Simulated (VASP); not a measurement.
A run of VASP 6.6.1:

POSCAR

```
Ir
1.0
    4.8773957365      0.0000000000      0.0000000000
    0.0000000000      4.8773957365      0.0000000000
    0.0000000000      0.0000000000      4.8773957365
Ir
8
Direct
    0.5000000000      0.5000000000      0.5000000000
    0.0000000000      0.0000000000      0.0000000000
    0.2500000000      0.0000000000      0.5000000000
    0.5000000000      0.2500000000      0.0000000000
    0.5000000000      0.7500000000      0.0000000000
    0.7500000000      0.0000000000      0.5000000000
    0.0000000000      0.5000000000      0.7500000000
    0.0000000000      0.5000000000      0.2500000000
```

The input INCAR.step1:

```
SYSTEM = Ir
  ALGO = Normal
  EDIFF = 1E-5
  EDIFFG = -0.005
  ENCUT = 550
  GGA = PE
  GGA_COMPAT = .FALSE.
  IBRION = 2
  ISIF = 3
  ISMEAR = 0
  LASPH = .TRUE.
  LCHARG = .FALSE.
  LREAL = .FALSE.
  LWAVE = .TRUE.
  NELM = 120
  NELMIN = 4
  NSW = 100
  PREC = Accurate
  SIGMA = 0.1
```

File INCAR.step2:

```
SYSTEM = Ir
  ALGO = Normal
  EDIFF = 1E-7
  EDIFFG = -0.04
  ENCUT = 550
  GGA_COMPAT = .FALSE.
  IBRION = 2
  ISIF = 3
  ISMEAR = 0
  ISTART = 1
  LASPH = .TRUE.
  LCHARG = .FALSE.
  LMIXTAU = .TRUE.
  LREAL = .FALSE.
  LWAVE = .FALSE.
  METAGGA = R2SCAN
  NELM = 120
  NELMIN = 4
  NSW = 90
  PREC = Accurate
  SIGMA = 0.1
```

Contents of KPOINTS:

```
k-points
0
G
  4 4 4
  0 0 0
```

Potentials or basis: VASP PAW PBE potentials, release 64 (Ir_sv_GW).

Command:

```sh
$ cat potpaw_PBE.64/Ir_sv_GW/POTCAR > POTCAR
$ cp INCAR.step1 INCAR
$ mpirun -np 1 vasp_std > vasp.out
$ cp INCAR.step2 INCAR
$ mpirun -np 1 vasp_std > vasp.out
```

Hardware: 1 thread of AMD EPYC 9R45 (Zen 5), on a shared host.

Q: Estimate the wall time of this run.

A: It took 20 min on 1 thread of AMD EPYC 9R45 (Zen 5), on a shared host, peak memory 0.28 GiB. Counts: k points 10, ion steps 3.
